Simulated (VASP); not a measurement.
# Si (P1) in VASP: single point with LDA

Aim: the single point of Si with LDA.

Program: VASP 6.6.1. These are calculated values, not measurements. Logs are shortened: lines on timing, memory, paths and dates and some standing lists are left out, and cuts for length are marked.

## Step 1: The cell of the first run

The typed cell holds 4 atoms: a = 5.043 Å, b = 5.043 Å, c = 5.043 Å, α = 98.23°, β = 98.23°, γ = 135.53°.

## Step 2: Single point, LDA (mode 7 frozen in at -0.040 Å and mode 10 at -0.020 Å (largest displacements))

File INCAR:

```
  PREC = Accurate
  ENCUT = 520
  EDIFF = 1E-6
  ISMEAR = 0
  SIGMA = 0.03
  LREAL = F
  LASPH = T
  NELM = 100
  ALGO = Normal
  ISIF = 2
  LWAVE = F
  LCHARG = F
  NBANDS = 16
```

File KPOINTS:

```
Automatic mesh
0
Gamma
  10 10 10
```

File POSCAR:

```
Si
1.0
   -3.3010168807      3.3010168807      1.9082539665
    3.3010168807     -3.3010168807      1.9082539665
    3.3010168807      3.3010168807     -1.9082539665
Si
4
Direct
    0.1675463059      0.1736050450      0.3516321361
    0.8203362159      0.8263949550      0.6362503857
    0.1849041767      0.8211545624      0.0060587391
    0.8272133015      0.1788454376      0.0060587391
```

Potentials or basis: VASP PAW LDA potentials, release 64 (Si).

Launch:

```console
> cat potpaw_LDA.64/Si/POTCAR > POTCAR
> mpirun -np 1 vasp_std > vasp.out
```

OUTCAR:

```text
PREC = Accurate
   ENCUT = 520
   EDIFF = 1E-6
   ISMEAR = 0
   LREAL = F
   LASPH = T
   NELM = 100
   ISIF = 2

 ion  position               nearest neighbor table
   1  0.168  0.174  0.352-   4 2.28   2 2.29   2 2.36   3 2.36
   2  0.820  0.826  0.636-   1 2.29   1 2.36   4 2.36   3 2.44
   3  0.185  0.821  0.006-   4 2.33   4 2.33   1 2.36   2 2.44
   4  0.827  0.179  0.006-   1 2.28   3 2.33   3 2.33   2 2.36

  LATTYP: Found a body centered tetragonal cell.
 ALAT       =     6.6020337614
 C/A-ratio  =     0.5780806447

  Lattice vectors:

 A1 = (  -3.3010168807,   3.3010168807,   1.9082539665)
 A2 = (   3.3010168807,  -3.3010168807,   1.9082539665)
 A3 = (   3.3010168807,   3.3010168807,  -1.9082539665)

Analysis of symmetry for initial positions (statically):
=====================================================================
 Subroutine PRICEL returns:
 Original cell was already a primitive cell.

 Routine SETGRP: Setting up the symmetry group for a
 body centered tetragonal supercell.

 Subroutine GETGRP returns: Found  1 space group operations
 (whereof  1 operations were pure point group operations)
 out of a pool of 16 trial point group operations.

The static configuration has the point symmetry C_1 .

Analysis of symmetry for dynamics (positions and initial velocities):
=====================================================================
 Subroutine PRICEL returns:
 Original cell was already a primitive cell.

 Routine SETGRP: Setting up the symmetry group for a
 body centered tetragonal supercell.

 Subroutine GETGRP returns: Found  1 space group operations
 (whereof  1 operations were pure point group operations)
 out of a pool of 16 trial point group operations.

The dynamic configuration has the point symmetry C_1 .

 Subroutine INISYM returns: Found  1 space group operations
 (whereof  1 operations are pure point group operations),
 and found     1 'primitive' translations

----------------------------------------------------------------------------------------

                                     Primitive cell

  volume of cell :      83.1748

  direct lattice vectors                    reciprocal lattice vectors
    -3.301016881  3.301016881  1.908253967     0.000000000  0.151468477  0.262019631
     3.301016881 -3.301016881  1.908253967     0.151468477  0.000000000  0.262019631
     3.301016881  3.301016881 -1.908253967     0.151468477  0.151468477  0.000000000

  length of vectors
     5.043298335  5.043298335  5.043298335     0.302649941  0.302649941  0.214208775

  position of ions in fractional coordinates (direct lattice)
     0.167546306  0.173605045  0.351632136
     0.820336216  0.826394955  0.636250386
     0.184904177  0.821154562  0.006058739
     0.827213302  0.178845438  0.006058739

  ion indices of the primitive-cell ions
   primitive index   ion index
                 1           1
                 2           2
                 3           3
                 4           4

----------------------------------------------------------------------------------------

 KPOINTS: Automatic mesh

Automatic generation of k-mesh.
 Grid dimensions read from file:
 generate k-points for:   10   10   10

 Generating k-lattice:

  Cartesian coordinates                     Fractional coordinates (reciprocal lattice)
     0.000000000  0.015146848  0.026201963     0.100000000  0.000000000 -0.000000000
     0.015146848  0.000000000  0.026201963     0.000000000  0.100000000 -0.000000000
     0.015146848  0.015146848  0.000000000     0.000000000  0.000000000  0.100000000

  Length of vectors
     0.030264994  0.030264994  0.021420877

  Shift w.r.t. Gamma in fractional coordinates (k-lattice)
     0.000000000  0.000000000  0.000000000

 Subroutine IBZKPT returns following result:
 ===========================================

 Found    504 irreducible k-points:

 Following reciprocal coordinates:
            Coordinates               Weight
  0.000000  0.000000  0.000000      1.000000
  0.100000  0.000000 -0.000000      2.000000
  0.100000  0.000000 -0.100000      2.000000
  0.000000  0.100000 -0.100000      2.000000
  0.000000  0.100000 -0.000000      2.000000
  0.200000  0.000000 -0.000000      2.000000
[... 16 lines left out ...]
  0.200000  0.000000 -0.100000      2.000000
  0.100000  0.100000 -0.200000      2.000000
 [... further k-points ...]
   k-points           NKPTS =    504   k-points in BZ     NKDIM =    504   number of bands    NBANDS=     16
   number of dos      NEDOS =    301   number of ions     NIONS =      4
   total plane-waves  NPLWV =  64000
   dimension x,y,z NGX =    40 NGY =   40 NGZ =   40
   dimension x,y,z NGXF=    80 NGYF=   80 NGZF=   80
   ions per type =               4
   NGX,Y,Z   is equivalent  to a cutoff of  13.19, 13.19, 13.19 a.u.
   NGXF,Y,Z  is equivalent  to a cutoff of  26.37, 26.37, 26.37 a.u.
 SYSTEM =  unknown system
   PREC   = accura    normal or accurate (medium, high low for compatibility)
   ISTART =      0    job   : 0-new  1-cont  2-samecut
   ICHARG =      2    charge: 1-file 2-atom 10-const
   ISPIN  =      1    spin polarized calculation?
   LNONCOLLINEAR =      F non collinear calculations
   LSORBIT =      F    spin-orbit coupling
   LASPH  =      T    aspherical Exc in radial PAW
   ENCUT  =  520.0 eV  38.22 Ry    6.18 a.u.   9.38  9.38  9.38*2*pi/ulx,y,z
   NELM   =    100;   NELMIN=  2; NELMDL= -5     # of ELM steps
   EDIFF  = 0.1E-05   stopping-criterion for ELM
   LREAL  =      F    real-space projection
   EDIFFG = 0.1E-04   stopping-criterion for IOM
   NSW    =      0    number of steps for IOM
   IBRION =     -1    ionic relax: 0-MD 1-quasi-New 2-CG
   NFREE  =      0    steps in history (QN), initial steepest desc. (CG)
   ISIF   =      2    stress and relaxation
   ISYM   =      2    0-nonsym 1-usesym 2-fastsym
   POTIM  = 0.5000    time-step for ionic-motion
   TEBEG  =    0.0;   TEEND  =   0.0 temperature during run
   PSTRESS=    0.0 pullay stress
   NELECT =      16.0000    total number of electrons
   NUPDOWN=      -1.0000    fix difference up-down
   EMIN   =  10.00;   EMAX   =-10.00  energy-range for DOS
   EFERMI =   0.00;   METHOD = LEGACY
   ISMEAR =     0;   SIGMA  =   0.03  broadening in eV -4-tet -1-fermi 0-gaus
   EFERMI_NEDOS =   21; number of points for ismear=-14 and -15
   IALGO  =     38    algorithm
   IMIX   =      4    mixing-type and parameters
     AMIX     =   0.40;   BMIX     =  1.00
     AMIX_MAG =   1.60;   BMIX_MAG =  1.00
  volume/ion in A,a.u.               =      20.79       140.32
  Fermi-wavevector in a.u.,A,eV,Ry     =   0.945042  1.785870 12.151413  0.893104
  Thomas-Fermi vector in A             =   2.072905
   LORBIT       =      0    0 simple, 1 ext, 2 COOP (PROOUT), +10 PAW based schemes
   GGA     = CA    functional components
   LHFCALC =     F    Hartree Fock is set to
   AEXX    =    0.0000 exact exchange contribution
   IVDW    =     0    specifies the selected vdW correction
   LEPSILON=     F    determine dielectric tensor
   LRPA    =     F    only Hartree local field effects (RPA)
 non-spin polarized calculation
 Gauss-broadening in eV      SIGMA  =   0.03
  energy-cutoff  :      520.00
  volume of cell :       83.17
 maximum number of plane-waves:      2260
 NGX is ok and might be reduce to    40
   NGX = 19   NGY = 19   NGZ = 19

 number of electron      16.0000000 magnetization

 Free energy of the ion-electron system (eV)
  ---------------------------------------------------
  ext. energy  EPLUGINS =         0.00000000
  ---------------------------------------------------
  free energy    TOTEN  =       -23.31902345 eV

  energy without entropy =      -23.31902327  energy(sigma->0) =      -23.31902336

 E-fermi :   5.7032     XC(G=0):  -9.3874

 val. band max:        5.6343565448   @ k =   0.5000   0.5000   0.5000
 cond. band min:       5.7799441361   @ k =  -0.2000  -0.1000   0.2000
 fundamental gap:      0.1455875913
 Fermi energy:         5.7032445393

 k-point     1 :       0.0000    0.0000    0.0000
  band No.  band energies     occupation
      1      -6.6034      2.00000
      2      -2.2757      2.00000
      3      -0.0482      2.00000
      4      -0.0256      2.00000
      5       1.7377      2.00000
      6       4.0720      2.00000
[... 8 lines left out ...]
     15      11.0017      0.00000
     16      12.2981      0.00000

 k-point     2 :       0.1000    0.0000   -0.0000
  band No.  band energies     occupation
      1      -6.4913      2.00000
      2      -2.3010      2.00000
      3      -0.1698      2.00000
      4       0.1179      2.00000
      5       1.8358      2.00000
      6       3.4424      2.00000
[... 8 lines left out ...]
     15      10.5246      0.00000
     16      12.8836      0.00000

 k-point     3 :       0.1000    0.0000   -0.1000
  band No.  band energies     occupation
      1      -6.4904      2.00000
      2      -2.3055      2.00000
      3      -0.1981      2.00000
      4       0.1496      2.00000
      5       1.8463      2.00000
      6       3.4378      2.00000
[... 8 lines left out ...]
     15      10.4952      0.00000
     16      12.8851      0.00000

 k-point     4 :       0.0000    0.1000   -0.1000
  band No.  band energies     occupation
      1      -6.4903      2.00000
      2      -2.3061      2.00000
      3      -0.1818      2.00000
      4       0.1311      2.00000
      5       1.8493      2.00000
      6       3.4422      2.00000
[... 8 lines left out ...]
     15      10.4942      0.00000
     16      12.8854      0.00000

 k-point     5 :       0.0000    0.1000   -0.0000
  band No.  band energies     occupation
      1      -6.4913      2.00000
      2      -2.3003      2.00000
      3      -0.1863      2.00000
      4       0.1365      2.00000
      5       1.8328      2.00000
      6       3.4399      2.00000
[... 8 lines left out ...]
     15      10.5258      0.00000
     16      12.8833      0.00000

 k-point     6 :       0.2000    0.0000   -0.0000
  band No.  band energies     occupation
      1      -6.1609      2.00000
      2      -2.3140      2.00000
      3      -0.5720      2.00000
      4       0.3773      2.00000
      5       1.9742      2.00000
      6       2.3713      2.00000
[... 8 lines left out ...]
     15      10.8612      0.00000
     16      12.5271      0.00000
[... 267 lines left out ...]
 k-point    21 :       0.0000    0.5000    0.0000
  band No.  band energies     occupation
      1      -4.6145      2.00000
      2      -2.6632      2.00000
      3      -1.8752      2.00000
      4      -0.6728      2.00000
      5       1.1300      2.00000
      6       1.9444      2.00000
[... 8 lines left out ...]
     15      11.0642      0.00000
     16      13.2560      0.00000

 k-point    22 :       0.1000    0.1000   -0.0000
  band No.  band energies     occupation
      1      -6.2154      2.00000
      2      -2.1434      2.00000
      3      -0.1579      2.00000
      4      -0.0711      2.00000
      5       1.7700      2.00000
      6       2.5912      2.00000
[... 8 lines left out ...]
     15      10.2613      0.00000
     16      13.1058      0.00000

 k-point    23 :       0.2000    0.0000   -0.1000
  band No.  band energies     occupation
      1      -6.2133      2.00000
      2      -2.1566      2.00000
      3      -0.1715      2.00000
      4      -0.0543      2.00000
      5       1.8061      2.00000
      6       2.5774      2.00000
[... 8 lines left out ...]
     15      10.2478      0.00000
     16      13.0640      0.00000

 k-point    24 :       0.1000    0.1000   -0.2000
  band No.  band energies     occupation
      1      -6.2112      2.00000
      2      -2.1709      2.00000
      3      -0.1584      2.00000
      4      -0.0620      2.00000
      5       1.8405      2.00000
      6       2.5750      2.00000
[... 8 lines left out ...]
     15      10.2170      0.00000
     16      13.0245      0.00000

 [... further k-points ...]

------------------------ aborting loop because EDIFF is reached ----------------------------------------

  FORCE on cell =-STRESS in cart. coord.  units (eV):
  Direction    XX          YY          ZZ          XY          YZ          ZX
  --------------------------------------------------------------------------------------
  -------------------------------------------------------------------------------------
  Total        0.0141024      0.4560690      0.0475759      0.0139713     -0.3072852     -0.3028605
  in kB        0.2716510      8.7851559      0.9164448      0.2691265     -5.9191666     -5.8339339
  external PRESSURE =       3.3244172 kB  Pullay stress =       0.0000000 kB

 VOLUME and BASIS-vectors are now :
 -----------------------------------------------------------------------------
  energy-cutoff  :      520.00
  volume of cell :       83.17
      direct lattice vectors                 reciprocal lattice vectors
    -3.301016881  3.301016881  1.908253967     0.000000000  0.151468477  0.262019631
     3.301016881 -3.301016881  1.908253967     0.151468477  0.000000000  0.262019631
     3.301016881  3.301016881 -1.908253967     0.151468477  0.151468477  0.000000000

 POSITION                                       TOTAL-FORCE (eV/Angst)
 -----------------------------------------------------------------------------------
      1.18074      1.14074     -0.02000        -0.029656      0.746532      0.505995
      2.12027      2.08027      1.92825         0.029455      0.582626     -0.512476
      2.12027     -2.08027      1.90825         0.012015     -0.564976      0.001676
     -2.12027      2.16027      1.90825        -0.011814     -0.764183      0.004804
 -----------------------------------------------------------------------------------
    total drift:                                0.000157      0.000000      0.000008

  FREE ENERGIE OF THE ION-ELECTRON SYSTEM (eV)
  ---------------------------------------------------
  free  energy   TOTEN  =       -23.3190234529 eV

  energy  without entropy=      -23.3190232695  energy(sigma->0) =      -23.31902336
```

Wall time 5.5 min (1 thread of Intel Xeon Platinum 8559C (Emerald Rapids), shared host); peak memory 0.55 GiB.

What came out:

| Property | Result |
| --- | --- |
| Free energy | -23.3190 eV |
| Pressure | 0.3 GPa |
| Largest force | 0.902 eV/Å |
| Band gap on the k mesh | 0.15 eV, indirect (least direct gap 0.25 eV) |

Forces on the atoms (eV/Å):
```
Si  -0.030  0.747  0.506
Si   0.029  0.583 -0.512
Si   0.012 -0.565  0.002
Si  -0.012 -0.764  0.005
```

Levels at points of the mesh, in eV from the valence-band top:
| k point | band 6 | band 7 | band 8 | band 9 | band 10 | band 11 |
| --- | --- | --- | --- | --- | --- | --- |
| (0.00, 0.00, 0.00) | -1.56 | -1.54 | -0.59 | 1.33 | 1.52 | 1.52 |
| (0.50, 0.00, 0.00) | -3.67 | -2.47 | -1.44 | 0.62 | 2.35 | 2.95 |
| (0.50, 0.00, 0.50) | -3.61 | -2.47 | -1.50 | 0.72 | 2.25 | 2.82 |
| (0.00, 0.50, 0.50) | -3.58 | -2.51 | -1.48 | 0.70 | 2.27 | 2.83 |
| (0.00, 0.50, 0.00) | -3.69 | -2.43 | -1.45 | 0.64 | 2.34 | 2.95 |
| (0.50, 0.50, 0.00) | -2.10 | -1.98 | -1.66 | 1.48 | 1.81 | 1.82 |
| (0.00, 0.00, 0.50) | -2.14 | -1.94 | -1.67 | 1.47 | 1.81 | 1.82 |
| (0.50, 0.50, 0.50) | -0.29 | -0.06 | 0.00 | 0.25 | 3.29 | 3.43 |

Caveat: the cell differs from its parent crystal (mode 7 frozen in at -0.040 Å and mode 10 at -0.020 Å (largest displacements)).
